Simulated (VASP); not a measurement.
# Ni (P6_3/mmc) in VASP: notebook

Ni is run at these levels: PBEsol; tasks: single point.

All numbers are computed with VASP 6.6.1; they aren't measurements. Logs are shortened: lines on timing, memory, paths and dates and some standing lists are left out, and cuts for length are marked.

## Step 1: The cell of the first run

Symmetry: P6_3/mmc, No. 194, hexagonal system. Conventional cell: a = 2.448 Å, b = 2.448 Å, c = 4.073 Å, α = 90.00°, β = 90.00°, γ = 120.00°. Ni (site symmetry -6m2) has 12 Ni at 2.45 to 2.48 Å within 3.2 Å.

## Step 2: Single point, PBEsol, collinear spin, zero start

Contents of INCAR:

```
PREC = Accurate ; ENCUT = 520
EDIFF = 1E-6 ; ISMEAR = -1
SIGMA = 0.05 ; LREAL = False
LASPH = True ; NELM = 150
ALGO = Normal ; ISIF = 2
LWAVE = False ; LCHARG = True
ISPIN = 2 ; MAGMOM = 0 0
LORBIT = 11 ; NUPDOWN = 0.0
LMAXMIX = 4 ; GGA = PS
LELF = True ; LVHAR = True
NBANDS = 21
```

Contents of KPOINTS:

```
Automatic mesh
0
Gamma
  10 10 6
```

Contents of POSCAR:

```
Ni
1.0
    2.4480228978      0.0000000000      0.0000000000
   -1.2240114489      2.1200500186      0.0000000000
    0.0000000000      0.0000000000      4.0728075700
Ni
2
Direct
    0.6666666667      0.3333333333      0.7500000000
    0.3333333333      0.6666666667      0.2500000000
```

Potentials or basis: VASP PAW PBE potentials, release 64 (Ni).

Launch:

```bash
cat potpaw_PBE.64/Ni/POTCAR > POTCAR
mpirun -np 1 vasp_std > vasp.out
```

OUTCAR:

```text
PREC = Accurate
   ENCUT = 520
   EDIFF = 1E-6
   ISMEAR = -1
   LREAL = False
   LASPH = True
   NELM = 150
   ISIF = 2
   ISPIN = 2
   LORBIT = 11
   NUPDOWN = 0.0
   GGA = PS

 ion  position               nearest neighbor table
   1  0.667  0.333  0.750-   2 2.48   2 2.48   2 2.48   2 2.48   2 2.48   2 2.48
   2  0.333  0.667  0.250-   1 2.48   1 2.48   1 2.48   1 2.48   1 2.48   1 2.48

  LATTYP: Found a hexagonal cell.
 ALAT       =     2.4480228978
 C/A-ratio  =     1.6637130207

  Lattice vectors:

 A1 = (   2.4480228978,   0.0000000000,   0.0000000000)
 A2 = (  -1.2240114489,   2.1200500186,   0.0000000000)
 A3 = (   0.0000000000,   0.0000000000,   4.0728075700)

Analysis of symmetry for initial positions (statically):
=====================================================================
 Subroutine PRICEL returns:
 Original cell was already a primitive cell.

 Routine SETGRP: Setting up the symmetry group for a
 hexagonal supercell.

 Subroutine GETGRP returns: Found 24 space group operations
 (whereof 12 operations were pure point group operations)
 out of a pool of 24 trial point group operations.

The static configuration has the point symmetry D_3d.
 The point group associated with its full space group is D_6h.

Analysis of symmetry for dynamics (positions and initial velocities):
=====================================================================
 Subroutine PRICEL returns:
 Original cell was already a primitive cell.

 Routine SETGRP: Setting up the symmetry group for a
 hexagonal supercell.

 Subroutine GETGRP returns: Found 24 space group operations
 (whereof 12 operations were pure point group operations)
 out of a pool of 24 trial point group operations.

The dynamic configuration has the point symmetry D_3d.
 The point group associated with its full space group is D_6h.

Analysis of structural, dynamic, and magnetic symmetry:
=====================================================================
 Subroutine PRICEL returns:
 Original cell was already a primitive cell.

 Routine SETGRP: Setting up the symmetry group for a
 hexagonal supercell.

 Subroutine GETGRP returns: Found 24 space group operations
 (whereof 12 operations were pure point group operations)
 out of a pool of 24 trial point group operations.

The overall configuration has the point symmetry D_3d.
 The point group associated with its full space group is D_6h.

 Subroutine INISYM returns: Found 24 space group operations
 (whereof 12 operations are pure point group operations),
 and found     1 'primitive' translations

----------------------------------------------------------------------------------------

                                     Primitive cell

  volume of cell :      21.1376

  direct lattice vectors                    reciprocal lattice vectors
     2.448022898  0.000000000  0.000000000     0.408492911  0.235843492  0.000000000
    -1.224011449  2.120050019  0.000000000     0.000000000  0.471686984  0.000000000
     0.000000000  0.000000000  4.072807570     0.000000000  0.000000000  0.245530873

  length of vectors
     2.448022898  2.448022898  4.072807570     0.471686984  0.471686984  0.245530873

  position of ions in fractional coordinates (direct lattice)
     0.666666667  0.333333333  0.750000000
     0.333333333  0.666666667  0.250000000

  ion indices of the primitive-cell ions
   primitive index   ion index
                 1           1
                 2           2

----------------------------------------------------------------------------------------

 KPOINTS: Automatic mesh

Automatic generation of k-mesh.
 Grid dimensions read from file:
 generate k-points for:   10   10    6

 Generating k-lattice:

  Cartesian coordinates                     Fractional coordinates (reciprocal lattice)
     0.040849291  0.023584349  0.000000000     0.100000000 -0.000000000  0.000000000
     0.000000000  0.047168698  0.000000000     0.000000000  0.100000000  0.000000000
     0.000000000  0.000000000  0.040921812     0.000000000  0.000000000  0.166666667

  Length of vectors
     0.047168698  0.047168698  0.040921812

  Shift w.r.t. Gamma in fractional coordinates (k-lattice)
     0.000000000  0.000000000  0.000000000

 Subroutine IBZKPT returns following result:
 ===========================================

 Found     56 irreducible k-points:

 Following reciprocal coordinates:
            Coordinates               Weight
  0.000000  0.000000  0.000000      1.000000
  0.100000 -0.000000  0.000000      6.000000
  0.200000 -0.000000  0.000000      6.000000
  0.300000  0.000000  0.000000      6.000000
  0.400000 -0.000000  0.000000      6.000000
  0.500000 -0.000000  0.000000      3.000000
[... 16 lines left out ...]
  0.300000  0.100000  0.166667     24.000000
  0.400000  0.100000  0.166667     24.000000
 [... further k-points ...]
   k-points           NKPTS =     56   k-points in BZ     NKDIM =     56   number of bands    NBANDS=     21
   number of dos      NEDOS =    301   number of ions     NIONS =      2
   total plane-waves  NPLWV =   9720
   dimension x,y,z NGX =    18 NGY =   18 NGZ =   30
   dimension x,y,z NGXF=    36 NGYF=   36 NGZF=   60
   ions per type =               2
   NGX,Y,Z   is equivalent  to a cutoff of  12.22, 12.22, 12.25 a.u.
   NGXF,Y,Z  is equivalent  to a cutoff of  24.45, 24.45, 24.49 a.u.
 SYSTEM =  unknown system
   PREC   = accura    normal or accurate (medium, high low for compatibility)
   ISTART =      0    job   : 0-new  1-cont  2-samecut
   ICHARG =      2    charge: 1-file 2-atom 10-const
   ISPIN  =      2    spin polarized calculation?
   LNONCOLLINEAR =      F non collinear calculations
   LSORBIT =      F    spin-orbit coupling
   LASPH  =      T    aspherical Exc in radial PAW
   ENCUT  =  520.0 eV  38.22 Ry    6.18 a.u.   4.55  4.55  7.57*2*pi/ulx,y,z
   NELM   =    150;   NELMIN=  2; NELMDL= -5     # of ELM steps
   EDIFF  = 0.1E-05   stopping-criterion for ELM
   LREAL  =      F    real-space projection
   EDIFFG = 0.1E-04   stopping-criterion for IOM
   NSW    =      0    number of steps for IOM
   IBRION =     -1    ionic relax: 0-MD 1-quasi-New 2-CG
   NFREE  =      0    steps in history (QN), initial steepest desc. (CG)
   ISIF   =      2    stress and relaxation
   ISYM   =      2    0-nonsym 1-usesym 2-fastsym
   POTIM  = 0.5000    time-step for ionic-motion
   TEBEG  =    0.0;   TEEND  =   0.0 temperature during run
   PSTRESS=    0.0 pullay stress
   NELECT =      20.0000    total number of electrons
   NUPDOWN=       0.0000    fix difference up-down
   EMIN   =  10.00;   EMAX   =-10.00  energy-range for DOS
   EFERMI =   0.00;   METHOD = LEGACY
   ISMEAR =    -1;   SIGMA  =   0.05  broadening in eV -4-tet -1-fermi 0-gaus
   EFERMI_NEDOS =   21; number of points for ismear=-14 and -15
   IALGO  =     38    algorithm
   IMIX   =      4    mixing-type and parameters
     AMIX     =   0.40;   BMIX     =  1.00
     AMIX_MAG =   1.60;   BMIX_MAG =  1.00
  volume/ion in A,a.u.               =      10.57        71.32
  Fermi-wavevector in a.u.,A,eV,Ry     =   1.607187  3.037143 35.144518  2.583049
  Thomas-Fermi vector in A             =   2.703255
   LORBIT       =     11    0 simple, 1 ext, 2 COOP (PROOUT), +10 PAW based schemes
   GGA     = PS    functional components
   LHFCALC =     F    Hartree Fock is set to
   AEXX    =    0.0000 exact exchange contribution
   IVDW    =     0    specifies the selected vdW correction
   LEPSILON=     F    determine dielectric tensor
   LRPA    =     F    only Hartree local field effects (RPA)
 spin polarized calculation
  energy-cutoff  :      520.00
  volume of cell :       21.14
 maximum number of plane-waves:       592
   NGX =  9   NGY =  9   NGZ = 15

 number of electron      19.9999995 magnetization      -0.0000000

 number of electron      19.9999995 magnetization       0.0000000

 Free energy of the ion-electron system (eV)
  ---------------------------------------------------
  ext. energy  EPLUGINS =         0.00000000
  ---------------------------------------------------
  free energy    TOTEN  =       -12.13600817 eV

  energy without entropy =      -12.07573877  energy(sigma->0) =      -12.10587347

 E-fermi :   9.4357     XC(G=0): -13.6054

 val. band max:        9.4267771964   @ k =   0.4000   0.1000   0.0000
 cond. band min:       9.4380418880   @ k =   0.5000  -0.0000   0.0000
 fundamental gap:      0.0112646916
 Fermi energy:         9.4356514103

 spin component 1

 k-point     1 :       0.0000    0.0000    0.0000
  band No.  band energies     occupation
      1       0.3341      1.00000
      2       4.7884      1.00000
      3       7.4154      1.00000
      4       7.5508      1.00000
      5       7.5509      1.00000
      6       7.8251      1.00000
[... 13 lines left out ...]
     20      36.3567      0.00000
     21      40.2684      0.00000
[... 529 lines left out ...]
 k-point    24 :       0.4000    0.1000    0.1667
  band No.  band energies     occupation
      1       5.0849      1.00000
      2       5.5620      1.00000
      3       6.0534      1.00000
      4       6.6075      1.00000
      5       7.4699      1.00000
      6       7.9479      1.00000
[... 13 lines left out ...]
     20      34.7017      0.00000
     21      38.4670      0.00000

 [... further k-points ...]

 spin component 2

 k-point     1 :       0.0000    0.0000    0.0000
  band No.  band energies     occupation
      1       0.3341      1.00000
      2       4.7884      1.00000
      3       7.4154      1.00000
      4       7.5508      1.00000
      5       7.5509      1.00000
      6       7.8251      1.00000
[... 13 lines left out ...]
     20      36.3567      0.00000
     21      40.2684      0.00000
[... 529 lines left out ...]
 k-point    24 :       0.4000    0.1000    0.1667
  band No.  band energies     occupation
      1       5.0849      1.00000
      2       5.5620      1.00000
      3       6.0534      1.00000
      4       6.6075      1.00000
      5       7.4699      1.00000
      6       7.9479      1.00000
[... 13 lines left out ...]
     20      34.7017      0.00000
     21      38.4670      0.00000

 [... further k-points ...]
[... 5 lines left out ...]
  --------------------------------------------------------------------------------------
  -------------------------------------------------------------------------------------
  Total       -0.4701014     -0.4701014     -0.7201429      0.0000000      0.0000000      0.0000000
  in kB      -35.6325265    -35.6325265    -54.5850596      0.0000000      0.0000000      0.0000000
  external PRESSURE =     -41.9500375 kB  Pullay stress =       0.0000000 kB

 VOLUME and BASIS-vectors are now :
 -----------------------------------------------------------------------------
  energy-cutoff  :      520.00
  volume of cell :       21.14
      direct lattice vectors                 reciprocal lattice vectors
     2.448022898  0.000000000  0.000000000     0.408492911  0.235843492  0.000000000
    -1.224011449  2.120050019  0.000000000     0.000000000  0.471686984  0.000000000
     0.000000000  0.000000000  4.072807570     0.000000000  0.000000000  0.245530873

 POSITION                                       TOTAL-FORCE (eV/Angst)
 -----------------------------------------------------------------------------------
      1.22401      0.70668      3.05461         0.000000      0.000000      0.000000
     -0.00000      1.41337      1.01820        -0.000000      0.000000      0.000000
 -----------------------------------------------------------------------------------
    total drift:                               -0.000000      0.000000     -0.000000

  FREE ENERGIE OF THE ION-ELECTRON SYSTEM (eV)
  ---------------------------------------------------
  free  energy   TOTEN  =       -12.1360081723 eV

  energy  without entropy=      -12.0757387718  energy(sigma->0) =      -12.10587347

 total charge

# of ion       s       p       d       tot
------------------------------------------
    1        0.508   0.524   8.338   9.370
    2        0.508   0.524   8.338   9.370
--------------------------------------------------
tot          1.016   1.048  16.676  18.740

 magnetization (x)

# of ion       s       p       d       tot
------------------------------------------
    1        0.000   0.000  -0.000  -0.000
    2        0.000   0.000  -0.000  -0.000
--------------------------------------------------
tot          0.000   0.000  -0.000  -0.000
```

It took 17 s on 1 thread of Intel Xeon 6975P-C (Granite Rapids), shared host; peak memory 0.15 GiB.

Results:

```yaml
Free_energy: -12.1360 eV
Pressure: -4.2 GPa
Net_moment: 0.00 μB per cell
Valence_electrons_inside_the_program's_atomic_spheres: Ni 9.37
```

Caveat: the PAW data sets were made with another functional, which shifts forces and pressure a little; the total moment is fixed, so each spin has its own Fermi level.

## Step 3: Single point, PBEsol, collinear spin, ferromagnetic start

Contents of INCAR:

```
SYSTEM = Ni
PREC     = Accurate       ! precision mode
ENCUT    = 520            ! plane-wave cutoff, eV
EDIFF    = 1E-6           ! SCF threshold, eV
ISMEAR   = -1             ! smearing method
SIGMA    = 0.05           ! smearing width, eV
LREAL    = .FALSE.        ! projectors in reciprocal space
LASPH    = .TRUE.         ! aspherical terms in the spheres
NELM     = 150            ! most SCF steps
ALGO     = Normal         ! electronic algorithm
ISIF     = 2              ! what is computed and relaxed
LWAVE    = .FALSE.        ! write WAVECAR
LCHARG   = .TRUE.         ! write CHGCAR
ISPIN    = 2              ! spin polarisation
MAGMOM   = 0.25 0.25      ! initial moments
LORBIT   = 11             ! projections on sites
NUPDOWN  = 0.5            ! fixed moment
LMAXMIX  = 4              ! l up to which the mixer works
GGA      = PS             ! functional
LELF     = .TRUE.         ! ELF
LVHAR    = .TRUE.       
NBANDS   = 21             ! bands
```

Contents of KPOINTS:

```
Automatic mesh
0
G
  10 10 6
  0 0 0
```

POSCAR is that of step 2.

Potentials or basis: VASP PAW PBE potentials, release 64 (Ni).

Launch:

```bash
cat potpaw_PBE.64/Ni/POTCAR > POTCAR
mpirun -np 1 vasp_std > vasp.out
```

OUTCAR:

```text
SYSTEM = Ni
   PREC = Accurate
   ENCUT = 520
   EDIFF = 1E-6
   ISMEAR = -1
   LREAL = .FALSE.
   LASPH = .TRUE.
   NELM = 150
   ISIF = 2
   ISPIN = 2
   LORBIT = 11
   NUPDOWN = 0.5
   GGA = PS

 ion  position               nearest neighbor table
   1  0.667  0.333  0.750-   2 2.48   2 2.48   2 2.48   2 2.48   2 2.48   2 2.48
   2  0.333  0.667  0.250-   1 2.48   1 2.48   1 2.48   1 2.48   1 2.48   1 2.48

  LATTYP: Found a hexagonal cell.
 ALAT       =     2.4480228978
 C/A-ratio  =     1.6637130207

  Lattice vectors:

 A1 = (   2.4480228978,   0.0000000000,   0.0000000000)
 A2 = (  -1.2240114489,   2.1200500186,   0.0000000000)
 A3 = (   0.0000000000,   0.0000000000,   4.0728075700)

Analysis of symmetry for initial positions (statically):
=====================================================================
 Subroutine PRICEL returns:
 Original cell was already a primitive cell.

 Routine SETGRP: Setting up the symmetry group for a
 hexagonal supercell.

 Subroutine GETGRP returns: Found 24 space group operations
 (whereof 12 operations were pure point group operations)
 out of a pool of 24 trial point group operations.
[... 769 lines left out ...]
  band No.  band energies     occupation
      1       0.3269      1.00000
      2       4.8693      1.00000
      3       7.5624      1.00000
      4       7.6875      1.00000
      5       7.6875      1.00000
      6       7.9656      1.00000
[... 565 lines left out ...]
     20      34.7226      0.00000
     21      38.4700      0.00000

 [... further k-points ...]
[... 5 lines left out ...]
  --------------------------------------------------------------------------------------
  -------------------------------------------------------------------------------------
  Total       -0.4487546     -0.4487546     -0.7348292     -0.0000000      0.0000000      0.0000000
  in kB      -34.0144966    -34.0144966    -55.6982479     -0.0000000      0.0000000      0.0000000
  external PRESSURE =     -41.2424137 kB  Pullay stress =       0.0000000 kB

 VOLUME and BASIS-vectors are now :
 -----------------------------------------------------------------------------
  energy-cutoff  :      520.00
  volume of cell :       21.14
      direct lattice vectors                 reciprocal lattice vectors
     2.448022898  0.000000000  0.000000000     0.408492911  0.235843492  0.000000000
    -1.224011449  2.120050019  0.000000000     0.000000000  0.471686984  0.000000000
     0.000000000  0.000000000  4.072807570     0.000000000  0.000000000  0.245530873

 POSITION                                       TOTAL-FORCE (eV/Angst)
 -----------------------------------------------------------------------------------
      1.22401      0.70668      3.05461         0.000000     -0.000000      0.000000
     -0.00000      1.41337      1.01820        -0.000000      0.000000      0.000000
 -----------------------------------------------------------------------------------
    total drift:                               -0.000000      0.000000     -0.000000

  FREE ENERGIE OF THE ION-ELECTRON SYSTEM (eV)
  ---------------------------------------------------
  free  energy   TOTEN  =       -12.1568587937 eV

  energy  without entropy=      -12.1026837611  energy(sigma->0) =      -12.12977128

 total charge

# of ion       s       p       d       tot
------------------------------------------
    1        0.508   0.524   8.338   9.370
    2        0.508   0.524   8.338   9.370
--------------------------------------------------
tot          1.016   1.048  16.675  18.739

 magnetization (x)

# of ion       s       p       d       tot
------------------------------------------
    1       -0.004  -0.013   0.272   0.254
    2       -0.004  -0.013   0.272   0.254
--------------------------------------------------
tot         -0.009  -0.026   0.543   0.509
```

Run time: 17 s. Hardware: 1 thread of Intel Xeon 6975P-C (Granite Rapids), shared host; peak memory 0.16 GiB.

Results:

| Item | Value |
| --- | --- |
| Free energy | -12.1569 eV |
| Pressure | -4.1 GPa |
| Net moment | 0.50 μB per cell |
| Site moments | Ni +0.25 μB |
| Valence electrons inside the program's atomic spheres | Ni 9.37 |

Stress tensor (GPa, compression positive):
```
-3.40  0.00  0.00
 0.00 -3.40  0.00
 0.00  0.00 -5.57
```

Caveat: the PAW data sets were made with another functional, which shifts forces and pressure a little; the total moment is fixed, so each spin has its own Fermi level.

## Step 4: Single point, PBEsol, collinear spin, ferromagnetic start

Contents of INCAR:

```
PREC = Accurate
ENCUT = 520
EDIFF = 1E-6
ISMEAR = -1
SIGMA = 0.05
LREAL = False
LASPH = True
NELM = 150
ALGO = Normal
ISIF = 2
LWAVE = False
LCHARG = False
ISPIN = 2
MAGMOM = 0.5 0.5
LORBIT = 11
NUPDOWN = 1.0
LMAXMIX = 4
GGA = PS
NBANDS = 21
```

Contents of KPOINTS:

```
regular mesh
0
Gamma
  10 10 6
```

POSCAR is that of step 3.

Launch:

```bash
cat potpaw_PBE.64/Ni/POTCAR > POTCAR
mpirun -np 1 vasp_std > vasp.out
```

It took 18 s on 1 thread of Intel Xeon 6975P-C (Granite Rapids), shared host; peak memory 0.16 GiB.

Results (log left out):

```yaml
Free_energy: -12.2084 eV
Pressure: -3.7 GPa
Net_moment: 1.00 μB per cell
Site_moments: Ni +0.51 μB
Valence_electrons_inside_the_program's_atomic_spheres: Ni 9.37
```

Stress tensor (GPa, compression positive):
```
-2.70  0.00  0.00
 0.00 -2.70  0.00
 0.00  0.00 -5.62
```

Caveat: the PAW data sets were made with another functional, which shifts forces and pressure a little; the total moment is fixed, so each spin has its own Fermi level.

(Part 1 of 2 ends here.)
